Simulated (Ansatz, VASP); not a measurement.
**Two plane-wave programs on InP2H6NO6**

```xyz
32
Lattice="5.4705 0.0000 0.0000 -2.7353 4.7376 0.0000 0.0000 0.0000 13.0895" Properties=species:S:1:pos:R:3 pbc="T T T"
In    2.7353    1.5792    5.2348
In    0.0000    3.1584   11.7795
H     0.0000    3.1584    8.3503
H     2.7353    1.5792    1.8055
H     0.0000    0.0000    5.7722
H     0.0000    0.0000   12.3170
H     0.0000    4.1292    2.9426
H     1.8945    2.0646    9.4873
H    -0.8407    2.6730    2.9426
H     2.7353    0.6084    9.4873
H     0.8407    2.6730    2.9426
H     3.5760    2.0646    9.4873
H     0.0000    3.1584    1.5642
H     2.7353    1.5792    8.1089
P     0.0000    3.1584    6.9434
P     2.7353    1.5792    0.3986
P     0.0000    0.0000    4.3655
P     0.0000    0.0000   10.9102
N     0.0000    3.1584    2.5937
N     2.7353    1.5792    9.1384
O     4.1993    0.7339    3.8783
O     1.4641    4.0037   10.4230
O     2.7353    3.2698    3.8783
O    -1.4641    4.0037   10.4230
O     1.2712    0.7339    3.8783
O     0.0000    1.4678   10.4230
O     0.0000    4.6389    6.5474
O     1.4531    2.3194   13.0921
O    -1.2821    2.4182    6.5474
O     2.7352    0.0987   13.0921
O     1.2821    2.4182    6.5474
O     4.0174    2.3194   13.0921
```

Alike in both runs: task electric field gradients; functional r2SCAN; k mesh 5 × 5 × 2; occupations fermi-dirac, width 0.02 eV; no spin polarisation.

```csv
,VASP,Ansatz
version,VASP 6.6.1,Ansatz 0.2.0
potentials or method,"VASP PAW PBE potentials, release 64 (In_d, H, P, N, O)","plane-wave PAW, scalar-relativistic"
plane-wave cutoff (eV),520,500
valence electrons in the cell,140,140
```

|  | VASP | Ansatz | Ansatz less VASP |
| --- | --- | --- | --- |
| gap on the k mesh at the Fermi level (eV) | 4.77 | 4.75 | -0.011 |
| pressure (GPa) | -2.6 | -2.3 | +0.36 |
| traceless stress, the component that is largest in VASP (GPa) | 0.63 | 0.58 | -0.056 |
| rms of the force components (eV/Å) | 0.253 | 0.218 | -0.0346 |
| size of Vzz on the site where it differs most (V/Å²) | 14.3 | 17.6 | +3.27 |

VASP's potentials were made for PBE, not for r2SCAN. Atom by atom the forces differ by 0.057 eV/Å (rms over components). The functional is the same, so the differences come from potentials, cutoffs and numerics.
